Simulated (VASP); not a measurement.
Here is a VASP 6.6.1 calculation.

Contents of INCAR:

```
ALGO     = Normal         # electronic algorithm
EDIFF    = 1E-7           # SCF threshold, eV
ENCUT    = 520            # plane-wave cutoff, eV
GGA      = PE             # functional
ISIF     = 2              # what is computed and relaxed
ISMEAR   = 0              # smearing method
LASPH    = True           # aspherical terms in the spheres
LCHARG   = True           # write CHGCAR
LELF     = True           # ELF
LREAL    = False          # projectors in reciprocal space
LVHAR    = True         
LWAVE    = False          # write WAVECAR
NBANDS   = 14             # bands
NELM     = 60             # most SCF steps
PREC     = Accurate       # precision mode
SIGMA    = 0.15           # smearing width, eV
```

Contents of KPOINTS:

```
k-points
0
Gamma
  18 18 18
```

The input POSCAR:

```
HfN
1.0
    0.0000000000      2.2590000000      2.2928850000
    2.2590000000      0.0000000000      2.2928850000
    2.2590000000      2.2590000000      0.0000000000
Hf N
1 1
Direct
    0.0000000000      0.0000000000      0.0000000000
    0.5000000000      0.5000000000      0.5000000000
```

Potentials or basis: VASP PAW PBE potentials, release 64 (Hf_pv, N).

Run with:

```console
$ cat potpaw_PBE.64/Hf_pv/POTCAR potpaw_PBE.64/N/POTCAR > POTCAR
$ mpirun -np 1 vasp_std > vasp.out
```

Task: Predict the pressure.

Result: -0.9 GPa.

Stress tensor (GPa, compression positive):
```
 1.29  0.00  0.00
 0.00  1.29  0.00
 0.00  0.00 -5.30
```

Caveat: the cell differs from its parent crystal (strain +0.000 along x and y, +0.015 along z).
